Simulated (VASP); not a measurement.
**TePb: single point with PBE**

TePb:

```xyz
2
Lattice="0.0000 4.4394 0.0000 4.4394 0.0000 0.0000 2.2197 2.2197 -3.4550" Properties=species:S:1:pos:R:3 pbc="T T T"
Pb    0.0000    0.0000    0.0000
Te    2.2197    2.2197   -0.4975
```

```json
{"Program": "VASP 6.6.1", "Task": "single point", "Functional": "PBE", "Potentials or basis": "VASP PAW PBE potentials, release 64 (Pb_d, Te)", "Cutoff": "520 eV", "k mesh": "7 × 7 × 7", "Occupations": "fermi-dirac, width 0.0201 eV", "Spin": "no spin polarisation", "Dipole correction": "no", "k mesh for the DOS": "11 × 11 × 11", "Occupations for the DOS": "tetrahedron", "Further INCAR settings": "ALGO = Normal; EDIFF = 1e-06; NBANDS = 17"}
```

```yaml
Valence_electrons_inside_the_program's_atomic_spheres: Pb 11.92; Te 3.41
```

Levels at points of the mesh, in eV from the valence-band top:
```
           k point  band 6  band 7  band 8  band 9  band 10  band 11  band 12  band 13  band 14  band 15
(0.00, 0.00, 0.00)  -12.33   -5.63   -1.62   -1.62    -1.39     2.89     3.58     3.58     5.31     6.21
```

It took 3.3 min on 1 thread of Intel Xeon 8259CL (shared host), peak memory 0.31 GiB.

Caveat: spin-orbit coupling is left out, which moves the levels of the heavy elements.
